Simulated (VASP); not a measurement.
Wanted: the native input for a VASP 6.6.1 run.

- Task: single point
- Functional: PBE
- Potentials or basis: VASP PAW PBE potentials, release 64 (Mg, C)
- Cutoff: 520 eV
- k mesh: 6 × 6 × 6
- Occupations: gaussian, width 0.1 eV
- Spin: no spin polarisation
- Dipole correction: no
- Further INCAR settings: ALGO = Normal; EDIFF = 1e-06; NBANDS = 14

The structure of MgC lies in POSCAR:

```
MgC
1.0
    1.8336655765     -4.1536064275      0.0000000000
    1.8336655765      4.1536064275      0.0000000000
    0.0000000000      0.0000000000      2.7260418644
Mg C
2 2
Direct
    0.8544583266      0.1455416734      0.2500000000
    0.1455416734      0.8544583266      0.7500000000
    0.5544448824      0.4455551176      0.2500000000
    0.4455551176      0.5544448824      0.7500000000
```

These files were run (other wordings do the same):

INCAR

```
PREC = Accurate
ENCUT = 520
EDIFF = 1E-6
ISMEAR = 0
SIGMA = 0.1
LREAL = F
LASPH = T
NELM = 80
ALGO = Normal
ISIF = 2
LWAVE = F
LCHARG = F
GGA = PE
NBANDS = 14
```

KPOINTS

```
regular mesh
0
Gamma
  6 6 6
```

Potentials or basis: VASP PAW PBE potentials, release 64 (Mg, C).

Launch:

```sh
$ cat potpaw_PBE.64/Mg/POTCAR potpaw_PBE.64/C/POTCAR > POTCAR
$ mpirun -np 1 vasp_std > vasp.out
```

It gave:

```
Pressure               : -0.3 GPa
Largest force          : 0.020 eV/Å
Band gap on the k mesh : zero (bands 6 and 7 overlap by 0.07 eV)
```

Caveat: the k points lie up to 0.38 Å⁻¹ apart.

It took 11 s on 1 thread of Intel(R) Xeon(R) 6975P-C (Granite Rapids), with other jobs on the host, peak memory 0.17 GiB.
